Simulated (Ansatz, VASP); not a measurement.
Two plane-wave programs on Si

File INCAR:

```
PREC = Accurate
ENCUT = 520
EDIFF = 1E-6
ISMEAR = 0
SIGMA = 0.05
LREAL = False
LASPH = True
NELM = 60
ALGO = Normal
ISIF = 2
LWAVE = False
LCHARG = True
GGA = PE
LELF = True
LVHAR = True
NBANDS = 26
```

The input KPOINTS:

```
regular mesh
0
Gamma
  10 10 3
```

POSCAR

```
Si
1.0
   -3.8510822046      0.0000000000      0.0000000000
   -1.9255411023     -3.3351350213      0.0000000000
   -1.1232323097     -1.3896395922     12.7293621948
Si
8
Direct
    0.2577944970     -0.0443608485      0.9064660365
    0.2994611636      0.1639724848      0.4064660365
    0.6536278303      0.6014724848      0.1564660365
    0.6119611636      0.3931391515      0.6564660365
    0.3255388364      0.2943608485      0.0935339635
    0.2838721697      0.0860275152      0.5935339635
    0.6380388364      0.5235275152      0.3435339635
    0.5963721697      0.3151941819      0.8435339635
```

Input for Ansatz:

```yaml
crystal:
  lattice:
    - [-3.8510822046, 0.0, 0.0]
    - [-1.9255411023, -3.3351350213, 0.0]
    - [-1.1232323097, -1.3896395922, 12.7293621948]
  atoms:
    - { symbol: Si, position: [0.257794497, -0.0443608485, 0.9064660365] }
    - { symbol: Si, position: [0.2994611636, 0.1639724848, 0.4064660365] }
    - { symbol: Si, position: [0.6536278303, 0.6014724848, 0.1564660365] }
    - { symbol: Si, position: [0.6119611636, 0.3931391515, 0.6564660365] }
    - { symbol: Si, position: [0.3255388364, 0.2943608485, 0.0935339635] }
    - { symbol: Si, position: [0.2838721697, 0.0860275152, 0.5935339635] }
    - { symbol: Si, position: [0.6380388364, 0.5235275152, 0.3435339635] }
    - { symbol: Si, position: [0.5963721697, 0.3151941819, 0.8435339635] }
basis:
  ecutwfc: 420
kpoints:
  mp_grid: { grid: [10, 10, 3] }
hamiltonian:
  xc: pbe
  pseudopotentials: { kind: paw, azcp: { folder: soft_1 } }
scf:
  occupations: { method: gaussian, width: 0.05 }
output:
  forces: true
  stress: true
  eigenvalues: true
```

Alike in both runs: task single point; functional PBE; k mesh 10 × 10 × 3; occupations gaussian, width 0.05 eV; no spin polarisation.

```csv
,VASP,Ansatz
version,VASP 6.6.1,Ansatz 0.2.0
potentials or method,"VASP PAW PBE potentials, release 64 (Si), cutoff 520 eV","scalar-relativistic, plane waves, PAW"
valence electrons in the cell,32,32
```

```tsv
	VASP	Ansatz	Ansatz less VASP
gap on the k mesh at the Fermi level (eV)	none	none	-
pressure (GPa)	-0.9	-0.8	+0.05
traceless stress, the component that is largest in VASP (GPa)	1.34	1.34	-0.001
rms of the force components (eV/Å)	0.231	0.233	+0.0011
```

Atom by atom the forces differ by 0.002 eV/Å (rms over components). A gap of «none» marks a metal or a gap that the smearing closes. With one functional, cell and mesh, what is left measures potentials, basis and numerics.
